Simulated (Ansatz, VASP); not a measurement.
# W in VASP and in Ansatz

Contents of INCAR:

```
SYSTEM = W
PREC = Accurate
ENCUT = 500
EDIFF = 1E-6
ISMEAR = -1
SIGMA = 0.15
LREAL = .FALSE.
LASPH = .TRUE.
NELM = 120
ALGO = Normal
ISIF = 2
LWAVE = .FALSE.
LCHARG = .FALSE.
GGA = PE
NBANDS = 13
GGA_COMPAT = .FALSE.
```

The input KPOINTS:

```
regular mesh
0
G
  15 15 15
  0 0 0
```

POSCAR

```
W
1.0
    0.0000000000      2.1315000000      2.0300000000
    2.1315000000      0.0000000000      2.0300000000
    2.1315000000      2.1315000000      0.0000000000
W
1
Direct
    0.0000000000      0.0000000000      0.0000000000
```

Input for Ansatz:

```yaml
crystal:
  lattice:
    - [0.0, 2.1315, 2.03]
    - [2.1315, 0.0, 2.03]
    - [2.1315, 2.1315, 0.0]
  atoms:
    - { symbol: W, position: [0.0, 0.0, 0.0] }
basis:
  ecutwfc: 520.0
kpoints:
  mp_grid:
    grid: [15, 15, 15]
hamiltonian:
  xc: pbe
scf:
  occupations:
    method: fermi_dirac
    width: 0.15
output:
  stress: true
```

Alike in both runs: task single point; functional PBE; k mesh 15 × 15 × 15; occupations fermi-dirac, width 0.15 eV; no spin polarisation.

```csv
,VASP,Ansatz
version,VASP 6.6.1,Ansatz 0.2.0
potentials or method,"VASP PAW PBE potentials, release 64 (W_sv), cutoff 500 eV","plane waves, PAW"
valence electrons in the cell,14,14
```

```tsv
	VASP	Ansatz	Ansatz less VASP
pressure (GPa)	-25.3	-25.5	-0.17
traceless stress, the component that is largest in VASP (GPa)	-6.91	-6.88	+0.032
```

Spin-orbit coupling is off throughout.
